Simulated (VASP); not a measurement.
Write the native input for VASP 6.6.1 that does the following.

```yaml
Task: single point
Functional: PBEsol
Potentials_or_basis: VASP PAW PBE potentials, release 64 (Re)
Cutoff: 520 eV
k_mesh: 12 × 12 × 12
Occupations: fermi-dirac, width 0.05 eV
Spin: no spin polarisation
Dipole_correction: no
Further_INCAR_settings: ALGO = Normal; EDIFF = 1e-06; NBANDS = 14
```

The structure of Re lies in POSCAR:

```
Re
1.0
    0.0000000000      2.7495544572      2.7495544572
    2.7495544572      0.0000000000      2.7495544572
    2.7495544572      2.7495544572      0.0000000000
Re
2
Direct
   -0.1250000000     -0.1250000000     -0.1250000000
    0.1250000000      0.1250000000      0.1250000000
```

This cell differs from its parent crystal: volume scaled by 0.95.

These files were run (other wordings do the same):

INCAR

```
PREC = Accurate
ENCUT = 520
EDIFF = 1E-6
ISMEAR = -1
SIGMA = 0.05
LREAL = F
LASPH = T
NELM = 80
ALGO = Normal
ISIF = 2
LWAVE = F
LCHARG = F
GGA = PS
NBANDS = 14
```

KPOINTS

```
Automatic mesh
0
Gamma
  12 12 12
```

Potentials or basis: VASP PAW PBE potentials, release 64 (Re).

Run with:

```bash
$ cat potpaw_PBE.64/Re/POTCAR > POTCAR
$ mpirun -np 1 vasp_std > vasp.out
```

It gave:

```json
{
 "Pressure": "8.7 GPa",
 "Band gap on the k mesh": "zero (band 7 reaches 4.67 eV, above the bottom of band 8 at 3.12 eV)"
}
```

Caveat: the PAW data sets were made with another functional, which shifts forces and pressure a little; spin-orbit coupling is left out, which moves the levels of the heavy elements.

Wall time 20 s on 1 thread of Intel(R) Xeon(R) 6975P-C (Granite Rapids), with other jobs on the host, peak memory 0.18 GiB.
